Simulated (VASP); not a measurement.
# PtS2 (P-3m1) in VASP: notebook

Runs on PtS2. Level: PBE. Tasks: single point.

Everything below comes from runs of VASP 6.6.1. Logs are shortened: lines on timing, memory, paths and dates and some standing lists are left out, and cuts for length are marked.

## Step 1: The cell of the first run

The structure is trigonal, space group P-3m1 (No. 164). The conventional cell has a = 3.553 Å, b = 3.553 Å, c = 5.123 Å, α = 90.00°, β = 90.00°, γ = 120.00°. Within 3.2 Å of Pt (site symmetry -3m) lie 6 S at 2.39 Å. Within 3.2 Å of S (site symmetry 3m) lie 3 Pt at 2.39 Å and 3 S at 3.20 Å.

## Step 2: Single point, PBE

The input, INCAR:

```
SYSTEM = PtS2
  PREC = Accurate
  ENCUT = 520
  EDIFF = 1E-6
  ISMEAR = -1
  SIGMA = 0.05
  LREAL = .False.
  LASPH = .True.
  NELM = 60
  ALGO = Normal
  ISIF = 2
  LWAVE = .False.
  LCHARG = .False.
  GGA = PE
  NBANDS = 18
```

The input, KPOINTS:

```
regular mesh
0
Gamma
  6 6 4
  0 0 0
```

The input, POSCAR:

```
PtS2
1.0
    3.5526415803      0.0000000000      0.0000000000
   -1.7763207902      3.0766778591      0.0000000000
    0.0000000000      0.0000000000      5.1227110450
Pt S
1 2
Direct
    0.0000000000      0.0000000000      0.0000000000
    0.3333333333      0.6666666667      0.2392599773
    0.6666666667      0.3333333333      0.7607400227
```

Potentials or basis: VASP PAW PBE potentials, release 64 (Pt, S).

On the command line:

```sh
> cat potpaw_PBE.64/Pt/POTCAR potpaw_PBE.64/S/POTCAR > POTCAR
> mpirun -np 1 vasp_std > vasp.out
```

OUTCAR:

```text
SYSTEM = PtS2
   PREC = Accurate
   ENCUT = 520
   EDIFF = 1E-6
   ISMEAR = -1
   LREAL = .False.
   LASPH = .True.
   NELM = 60
   ISIF = 2
   GGA = PE

 ion  position               nearest neighbor table
   1  0.000  0.000  0.000-   2 2.39   3 2.39   3 2.39   2 2.39   3 2.39   2 2.39
   2  0.333  0.667  0.239-   1 2.39   1 2.39   1 2.39
   3  0.667  0.333  0.761-   1 2.39   1 2.39   1 2.39

  LATTYP: Found a hexagonal cell.
 ALAT       =     3.5526415803
 C/A-ratio  =     1.4419442348

  Lattice vectors:

 A1 = (   3.5526415803,   0.0000000000,   0.0000000000)
 A2 = (  -1.7763207902,   3.0766778591,   0.0000000000)
 A3 = (   0.0000000000,   0.0000000000,   5.1227110450)

Analysis of symmetry for initial positions (statically):
=====================================================================
 Subroutine PRICEL returns:
 Original cell was already a primitive cell.

 Routine SETGRP: Setting up the symmetry group for a
 hexagonal supercell.

 Subroutine GETGRP returns: Found 12 space group operations
 (whereof 12 operations were pure point group operations)
 out of a pool of 24 trial point group operations.

The static configuration has the point symmetry D_3d.

Analysis of symmetry for dynamics (positions and initial velocities):
=====================================================================
 Subroutine PRICEL returns:
 Original cell was already a primitive cell.

 Routine SETGRP: Setting up the symmetry group for a
 hexagonal supercell.

 Subroutine GETGRP returns: Found 12 space group operations
 (whereof 12 operations were pure point group operations)
 out of a pool of 24 trial point group operations.

The dynamic configuration has the point symmetry D_3d.

 Subroutine INISYM returns: Found 12 space group operations
 (whereof 12 operations are pure point group operations),
 and found     1 'primitive' translations

----------------------------------------------------------------------------------------

                                     Primitive cell

  volume of cell :      55.9929

  direct lattice vectors                    reciprocal lattice vectors
     3.552641580  0.000000000  0.000000000     0.281480689  0.162512952  0.000000000
    -1.776320790  3.076677859  0.000000000     0.000000000  0.325025903  0.000000000
     0.000000000  0.000000000  5.122711045     0.000000000  0.000000000  0.195209137

  length of vectors
     3.552641580  3.552641580  5.122711045     0.325025903  0.325025903  0.195209137

  position of ions in fractional coordinates (direct lattice)
     0.000000000  0.000000000  0.000000000
     0.333333333  0.666666667  0.239259977
     0.666666667  0.333333333  0.760740023

  ion indices of the primitive-cell ions
   primitive index   ion index
                 1           1
                 2           2
                 3           3

----------------------------------------------------------------------------------------

 KPOINTS: regular mesh

Automatic generation of k-mesh.
 Grid dimensions read from file:
 generate k-points for:    6    6    4

 Generating k-lattice:

  Cartesian coordinates                     Fractional coordinates (reciprocal lattice)
     0.046913448  0.027085492  0.000000000     0.166666667  0.000000000  0.000000000
     0.000000000  0.054170984  0.000000000     0.000000000  0.166666667  0.000000000
     0.000000000  0.000000000  0.048802284     0.000000000  0.000000000  0.250000000

  Length of vectors
     0.054170984  0.054170984  0.048802284

  Shift w.r.t. Gamma in fractional coordinates (k-lattice)
     0.000000000  0.000000000  0.000000000

 Subroutine IBZKPT returns following result:
 ===========================================

 Found     24 irreducible k-points:

 Following reciprocal coordinates:
            Coordinates               Weight
  0.000000  0.000000  0.000000      1.000000
  0.166667 -0.000000  0.000000      6.000000
  0.333333 -0.000000  0.000000      6.000000
  0.500000  0.000000  0.000000      3.000000
  0.166667  0.166667  0.000000      6.000000
  0.333333  0.166667  0.000000     12.000000
[... 16 lines left out ...]
  0.333333  0.166667  0.500000     12.000000
  0.333333  0.333333  0.500000      2.000000
   k-points           NKPTS =     24   k-points in BZ     NKDIM =     24   number of bands    NBANDS=     18
   number of dos      NEDOS =    301   number of ions     NIONS =      3
   total plane-waves  NPLWV =  31360
   dimension x,y,z NGX =    28 NGY =   28 NGZ =   40
   dimension x,y,z NGXF=    56 NGYF=   56 NGZF=   80
   ions per type =               1   2
   NGX,Y,Z   is equivalent  to a cutoff of  13.10, 13.10, 12.98 a.u.
   NGXF,Y,Z  is equivalent  to a cutoff of  26.21, 26.21, 25.96 a.u.
 SYSTEM =  PtS2
   PREC   = accura    normal or accurate (medium, high low for compatibility)
   ISTART =      0    job   : 0-new  1-cont  2-samecut
   ICHARG =      2    charge: 1-file 2-atom 10-const
   ISPIN  =      1    spin polarized calculation?
   LNONCOLLINEAR =      F non collinear calculations
   LSORBIT =      F    spin-orbit coupling
   LASPH  =      T    aspherical Exc in radial PAW
   ENCUT  =  520.0 eV  38.22 Ry    6.18 a.u.   6.61  6.61  9.52*2*pi/ulx,y,z
   NELM   =     60;   NELMIN=  2; NELMDL= -5     # of ELM steps
   EDIFF  = 0.1E-05   stopping-criterion for ELM
   LREAL  =      F    real-space projection
   EDIFFG = 0.1E-04   stopping-criterion for IOM
   NSW    =      0    number of steps for IOM
   IBRION =     -1    ionic relax: 0-MD 1-quasi-New 2-CG
   NFREE  =      0    steps in history (QN), initial steepest desc. (CG)
   ISIF   =      2    stress and relaxation
   ISYM   =      2    0-nonsym 1-usesym 2-fastsym
   POTIM  = 0.5000    time-step for ionic-motion
   TEBEG  =    0.0;   TEEND  =   0.0 temperature during run
   PSTRESS=    0.0 pullay stress
   NELECT =      22.0000    total number of electrons
   NUPDOWN=      -1.0000    fix difference up-down
   EMIN   =  10.00;   EMAX   =-10.00  energy-range for DOS
   EFERMI =   0.00;   METHOD = LEGACY
   ISMEAR =    -1;   SIGMA  =   0.05  broadening in eV -4-tet -1-fermi 0-gaus
   EFERMI_NEDOS =   21; number of points for ismear=-14 and -15
   IALGO  =     38    algorithm
   IMIX   =      4    mixing-type and parameters
     AMIX     =   0.40;   BMIX     =  1.00
     AMIX_MAG =   1.60;   BMIX_MAG =  1.00
  volume/ion in A,a.u.               =      18.66       125.95
  Fermi-wavevector in a.u.,A,eV,Ry     =   1.199052  2.265879 19.561441  1.437725
  Thomas-Fermi vector in A             =   2.334925
   LORBIT       =      0    0 simple, 1 ext, 2 COOP (PROOUT), +10 PAW based schemes
   GGA     = PE    functional components
   LHFCALC =     F    Hartree Fock is set to
   AEXX    =    0.0000 exact exchange contribution
   IVDW    =     0    specifies the selected vdW correction
   LEPSILON=     F    determine dielectric tensor
   LRPA    =     F    only Hartree local field effects (RPA)
 non-spin polarized calculation
  energy-cutoff  :      520.00
  volume of cell :       55.99
 maximum number of plane-waves:      1536
 NGX is ok and might be reduce to    28
   NGX = 13   NGY = 13   NGZ = 19

 number of electron      21.9999996 magnetization

 Free energy of the ion-electron system (eV)
  ---------------------------------------------------
  ext. energy  EPLUGINS =         0.00000000
  ---------------------------------------------------
  free energy    TOTEN  =       -15.39451149 eV

  energy without entropy =      -15.39448892  energy(sigma->0) =      -15.39450020

 E-fermi :   6.8310     XC(G=0): -10.5243

 val. band max:        6.4199581914   @ k =   0.0000   0.0000   0.0000
 cond. band min:       7.2689594312   @ k =   0.0000   0.3333   0.2500
 fundamental gap:      0.8490012398
 Fermi energy:         6.8309901364

 k-point     1 :       0.0000    0.0000    0.0000
  band No.  band energies     occupation
      1      -8.6842      2.00000
      2      -5.8771      2.00000
      3      -0.3521      2.00000
      4      -0.0137      2.00000
      5      -0.0137      2.00000
      6       2.7268      2.00000
[... 10 lines left out ...]
     17      14.5245      0.00000
     18      18.8263      0.00000

 k-point     2 :       0.1667   -0.0000    0.0000
  band No.  band energies     occupation
      1      -8.3424      2.00000
      2      -6.0260      2.00000
      3      -0.0117      2.00000
      4       0.1959      2.00000
      5       0.2310      2.00000
      6       2.1559      2.00000
[... 10 lines left out ...]
     17      15.4735      0.00000
     18      16.4493      0.00000

 k-point     3 :       0.3333   -0.0000    0.0000
  band No.  band energies     occupation
      1      -7.4920      2.00000
      2      -6.3303      2.00000
      3       0.0545      2.00000
      4       0.5522      2.00000
      5       1.0354      2.00000
      6       1.2625      2.00000
[... 10 lines left out ...]
     17      15.2352      0.00000
     18      15.9726      0.00000

 k-point     4 :       0.5000    0.0000    0.0000
  band No.  band energies     occupation
      1      -6.8120      2.00000
      2      -6.6089      2.00000
      3      -0.7359      2.00000
      4       0.6427      2.00000
      5       1.3614      2.00000
      6       2.2687      2.00000
[... 375 lines left out ...]
      4       0.2819      2.00000
      5       1.1424      2.00000
      6       1.8095      2.00000
[... 10 lines left out ...]
     17      15.4307      0.00000
     18      15.7827      0.00000

 k-point    23 :       0.3333    0.1667    0.5000
  band No.  band energies     occupation
      1      -6.8268      2.00000
      2      -6.5495      2.00000
      3      -0.4504      2.00000
      4       0.3110      2.00000
      5       1.1353      2.00000
      6       1.9640      2.00000
[... 10 lines left out ...]
     17      15.3911      0.00000
     18      16.8316      0.00000

 k-point    24 :       0.3333    0.3333    0.5000
  band No.  band energies     occupation
      1      -6.5662      2.00000
      2      -6.5662      2.00000
      3       0.2557      2.00000
      4       0.2557      2.00000
      5       0.3711      2.00000
      6       2.1975      2.00000
[... 10 lines left out ...]
     17      14.4797      0.00000
     18      17.0937      0.00000

------------------------ aborting loop because EDIFF is reached ----------------------------------------

  FORCE on cell =-STRESS in cart. coord.  units (eV):
  Direction    XX          YY          ZZ          XY          YZ          ZX
  --------------------------------------------------------------------------------------
  -------------------------------------------------------------------------------------
  Total        1.2740832      1.2740832      0.8237705     -0.0000000      0.0000000     -0.0000000
  in kB       36.4565111     36.4565111     23.5712993     -0.0000000      0.0000000     -0.0000000
  external PRESSURE =      32.1614405 kB  Pullay stress =       0.0000000 kB

 VOLUME and BASIS-vectors are now :
 -----------------------------------------------------------------------------
  energy-cutoff  :      520.00
  volume of cell :       55.99
      direct lattice vectors                 reciprocal lattice vectors
     3.552641580  0.000000000  0.000000000     0.281480689  0.162512952  0.000000000
    -1.776320790  3.076677859  0.000000000     0.000000000  0.325025903  0.000000000
     0.000000000  0.000000000  5.122711045     0.000000000  0.000000000  0.195209137

 POSITION                                       TOTAL-FORCE (eV/Angst)
 -----------------------------------------------------------------------------------
      0.00000      0.00000      0.00000         0.000000     -0.000000      0.000000
     -0.00000      2.05112      1.22566        -0.000000     -0.000000      0.026227
      1.77632      1.02556      3.89705         0.000000      0.000000     -0.026227
 -----------------------------------------------------------------------------------
    total drift:                                0.000000     -0.000000      0.000000

  FREE ENERGIE OF THE ION-ELECTRON SYSTEM (eV)
  ---------------------------------------------------
  free  energy   TOTEN  =       -15.3945114925 eV

  energy  without entropy=      -15.3944889171  energy(sigma->0) =      -15.39450020
```

It took 20 s on 1 thread of Intel Xeon Platinum 8375C at 2.90GHz (Ice Lake), shared host; peak memory 0.19 GiB.

What came out:

```
Free energy            : -15.3945 eV
Pressure               : 3.2 GPa
Largest force          : 0.026 eV/Å
Band gap on the k mesh : 0.85 eV, indirect (least direct gap 1.42 eV)
```

Forces in eV/Å, atoms in the order of the input:
```
Pt   0.000  0.000  0.000
S    0.000  0.000  0.026
S    0.000  0.000 -0.026
```

Levels at points of the mesh, in eV from the valence-band top:
```csv
k point,band 7,band 8,band 9,band 10,band 11,band 12,band 13,band 14,band 15,band 16
"(0.00, 0.00, 0.00)",-3.69,-1.95,-1.01,-1.01,0.00,2.14,2.14,4.79,5.45,8.10
"(0.50, 0.00, 0.00)",-3.12,-3.07,-2.99,-2.90,-2.38,1.58,2.59,5.46,6.49,8.22
"(0.00, 0.00, 0.50)",-3.71,-2.55,-1.24,-1.24,-1.08,2.66,2.66,5.59,7.10,7.80
"(0.50, 0.00, 0.50)",-3.06,-3.00,-2.68,-2.63,-1.40,1.78,2.25,5.10,5.51,7.66
```

Caveat: spin-orbit coupling is left out, which moves the levels of the heavy elements.

## Step 3: Single point, PBE

The input, INCAR:

```
ALGO = Normal
EDIFF = 1E-7
ENCUT = 520
GGA = PE
ISIF = 2
ISMEAR = 1
LASPH = T
LCHARG = F
LREAL = F
LWAVE = F
NBANDS = 18
NELM = 100
PREC = Accurate
SIGMA = 0.2
```

The input, KPOINTS:

```
k-points
0
Gamma
  6 6 4
```

POSCAR is that of step 2.

Potentials or basis: VASP PAW PBE potentials, release 64 (Pt, S).

On the command line:

```sh
> cat potpaw_PBE.64/Pt/POTCAR potpaw_PBE.64/S/POTCAR > POTCAR
> mpirun -np 1 vasp_std > vasp.out
```

Run time: 23 s. Hardware: 1 thread of Intel Xeon Platinum 8375C at 2.90GHz (Ice Lake), shared host; peak memory 0.18 GiB.

It converged, with:

- Free energy: -15.3939 eV
- Pressure: 3.2 GPa
- Largest force: 0.027 eV/Å
- Band gap on the k mesh: 0.85 eV, indirect (least direct gap 1.42 eV)

Forces in eV/Å, atoms in the order of the input:
```
Pt   0.000  0.000  0.000
S    0.000  0.000  0.027
S    0.000  0.000 -0.027
```

Stress tensor (GPa, compression positive):
```
3.65 0.00 0.00
0.00 3.65 0.00
0.00 0.00 2.35
```

Levels at points of the mesh, in eV from the valence-band top:
| k point | band 7 | band 8 | band 9 | band 10 | band 11 | band 12 | band 13 | band 14 | band 15 | band 16 |
| --- | --- | --- | --- | --- | --- | --- | --- | --- | --- | --- |
| (0.00, 0.00, 0.00) | -3.69 | -1.95 | -1.01 | -1.01 | 0.00 | 2.14 | 2.14 | 4.79 | 5.45 | 8.10 |
| (0.50, 0.00, 0.00) | -3.12 | -3.07 | -2.99 | -2.90 | -2.38 | 1.58 | 2.59 | 5.46 | 6.49 | 8.22 |
| (0.00, 0.00, 0.50) | -3.71 | -2.55 | -1.24 | -1.24 | -1.08 | 2.66 | 2.66 | 5.59 | 7.10 | 7.80 |
| (0.50, 0.00, 0.50) | -3.06 | -3.00 | -2.68 | -2.63 | -1.40 | 1.78 | 2.25 | 5.10 | 5.51 | 7.66 |

Caveat: spin-orbit coupling is left out, which moves the levels of the heavy elements.

## Step 4: Single point, PBE

The input, INCAR:

```
SYSTEM = PtS2
PREC     = Accurate       ! precision mode
ENCUT    = 520            ! plane-wave cutoff, eV
EDIFF    = 1E-6           ! SCF threshold, eV
ISMEAR   = 0              ! smearing method
SIGMA    = 0.001          ! smearing width, eV
LREAL    = .False.        ! projectors in reciprocal space
LASPH    = .True.         ! aspherical terms in the spheres
NELM     = 100            ! most SCF steps
ALGO     = Normal         ! electronic algorithm
ISIF     = 2              ! what is computed and relaxed
LWAVE    = .False.        ! write WAVECAR
LCHARG   = .False.        ! write CHGCAR
GGA      = PE             ! functional
NBANDS   = 18             ! bands
```

The input, KPOINTS:

```
Automatic mesh
0
Gamma
  6 6 4
  0 0 0
```

POSCAR is that of step 3.

On the command line:

```sh
> cat potpaw_PBE.64/Pt/POTCAR potpaw_PBE.64/S/POTCAR > POTCAR
> mpirun -np 1 vasp_std > vasp.out
```

Run time: 20 s. Hardware: 1 thread of Intel Xeon Platinum 8375C at 2.90GHz (Ice Lake), shared host; peak memory 0.18 GiB.

The run converged. Its results:

| Quantity | Value |
| --- | --- |
| Free energy | -15.3945 eV |
| Pressure | 3.2 GPa |
| Largest force | 0.026 eV/Å |
| Band gap on the k mesh | 0.85 eV, indirect (least direct gap 1.42 eV) |

Forces on the atoms (eV/Å):
```
Pt   0.000  0.000  0.000
S    0.000  0.000  0.026
S    0.000  0.000 -0.026
```

Stress tensor (GPa, compression positive):
```
3.65 0.00 0.00
0.00 3.65 0.00
0.00 0.00 2.36
```

Levels at points of the mesh, in eV from the valence-band top:
```csv
k point,band 9,band 10,band 11,band 12,band 13,band 14
"(0.00, 0.00, 0.00)",-1.01,-1.01,0.00,2.14,2.14,4.79
"(0.50, 0.00, 0.00)",-2.99,-2.90,-2.38,1.58,2.59,5.46
"(0.00, 0.00, 0.50)",-1.24,-1.24,-1.08,2.66,2.66,5.59
"(0.50, 0.00, 0.50)",-2.68,-2.63,-1.40,1.78,2.25,5.10
```

Caveat: spin-orbit coupling is left out, which moves the levels of the heavy elements.

## Step 5: The runs side by side

| smearing | gap on the mesh (eV) | pressure (GPa) | largest force (eV/Å) |
| --- | --- | --- | --- |
| fermi-dirac 0.05 eV | 0.85 | 3.2 | 0.03 |
| methfessel-paxton 0.2 eV | 0.85 | 3.2 | 0.03 |
| gaussian 0.001 eV | 0.85 | 3.2 | 0.03 |

Alike in all rows: task single point; level PBE; potentials or basis VASP PAW PBE potentials, release 64 (Pt, S); no spin polarisation; cell as given; k mesh 6 × 6 × 4; cutoff (eV) 520.

On the cell as given the gap runs from 0.85 eV (PBE) to 0.85 eV (PBE).

Caveats: spin-orbit coupling is left out, which moves the levels of the heavy elements.

Total energies depend on the potentials used, so only differences within one code and one set of settings carry meaning.
